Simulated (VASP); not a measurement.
Input of a VASP 6.6.1 run:

Contents of POSCAR:

```
Ge
1.0
   -2.5744897190      2.5744897190      1.3974126432
    2.5744897190     -2.5744897190      1.3974126432
    2.5744897190      2.5744897190     -1.3974126432
Ge
2
Direct
    0.2500000000      0.7500000000      0.5000000000
    0.5000000000      0.5000000000      0.0000000000
```

Contents of INCAR.step1:

```
SYSTEM = Ge
ALGO = Normal ; EDIFF = 1E-4
ENCUT = 520 ; GGA = PE
ISMEAR = -1 ; LASPH = .TRUE.
LCHARG = .FALSE. ; LREAL = .FALSE.
LWAVE = .TRUE. ; NBANDS = 21
NELM = 60 ; PREC = Accurate
SIGMA = 0.05
```

INCAR.step2

```
SYSTEM = Ge
ALGO = Normal ; EDIFF = 1E-8
ENCUT = 520 ; ISIF = 2
ISMEAR = -1 ; ISTART = 1
LASPH = .TRUE. ; LCHARG = .FALSE.
LEFG = .TRUE. ; LMIXTAU = .TRUE.
LREAL = .FALSE. ; LWAVE = .FALSE.
METAGGA = R2SCAN ; NBANDS = 21
NELM = 60 ; PREC = Accurate
SIGMA = 0.05
```

Contents of KPOINTS:

```
k-points
0
G
  16 16 16
  0 0 0
```

Potentials or basis: VASP PAW PBE potentials, release 64 (Ge_d).

Launch:

```bash
$ cat potpaw_PBE.64/Ge_d/POTCAR > POTCAR
$ cp INCAR.step1 INCAR
$ mpirun -np 1 vasp_std > vasp.out
$ cp INCAR.step2 INCAR
$ mpirun -np 1 vasp_std > vasp.out
```

(1) Estimate the band gap on the k mesh.

(2) Estimate the pressure.

Answers

(1) zero (bands 14 and 15 overlap by 5.52 eV).

(2) 0.4 GPa.

Caveat: without QUAD_EFG the Cq values of the log hold for a quadrupole moment of 1 mb, not for the nuclei; the PAW data sets were made with another functional, which shifts forces and pressure a little.
